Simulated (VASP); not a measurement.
Write the native input for VASP 6.6.1 that does the following.

```yaml
Task: relaxation of cell and atoms
Functional: PBE
Potentials_or_basis: VASP PAW PBE potentials, release 64 (Ta_pv)
Cutoff: 600 eV
k_mesh: 7 × 7 × 7
Occupations: fermi-dirac, width 0.05 eV
Spin: no spin polarisation
Target_pressure: 45 GPa
Dipole_correction: no
Further_INCAR_settings: ALGO = Normal; EDIFF = 1e-06; IBRION = 2; EDIFFG = -0.02; NSW = 60; ISIF = 3
```

The structure of Ta lies in POSCAR:

```
Ta
1.0
   -1.6512800000      1.6512800000      1.6512800000
    1.6512800000     -1.6512800000      1.6512800000
    1.6512800000      1.6512800000     -1.6512800000
Ta
1
Direct
    0.0000000000      0.0000000000      0.0000000000
```

These files were run (other wordings do the same):

INCAR

```
  ALGO = Normal
  EDIFF = 1E-6
  EDIFFG = -0.02
  ENCUT = 600
  GGA = PE
  IBRION = 2
  ISIF = 3
  ISMEAR = -1
  LASPH = True
  LCHARG = False
  LREAL = False
  LWAVE = False
  NELM = 100
  NSW = 60
  PREC = Accurate
  PSTRESS = 450.0
  SIGMA = 0.05
```

KPOINTS

```
k-points
0
Gamma
  7 7 7
```

Potentials or basis: VASP PAW PBE potentials, release 64 (Ta_pv).

Launch:

```bash
$ cat potpaw_PBE.64/Ta_pv/POTCAR > POTCAR
$ mpirun -np 1 vasp_std > vasp.out
```

It gave:

```json
{
 "Relaxed volume": "15.62 Å³/atom",
 "Relaxed cell": "a = 2.727 Å, b = 2.727 Å, c = 2.727 Å, α = 109.47°, β = 109.47°, γ = 109.47°",
 "Space group after relaxing (to 0.05 Å)": "Im-3m (No. 229)",
 "Energy change on relaxing (the enthalpy is what falls)": "+335.9 meV/atom",
 "Ionic steps": "5",
 "Pressure after relaxing": "44.9 GPa"
}
```

Caveat: the k points lie up to 0.40 Å⁻¹ apart in the final cell; the cell is relaxed towards a set pressure, so the enthalpy falls and the energy may rise.

It took 12 s on 1 thread of Intel Xeon 6975P-C, with other jobs on the host, peak memory 0.16 GiB.
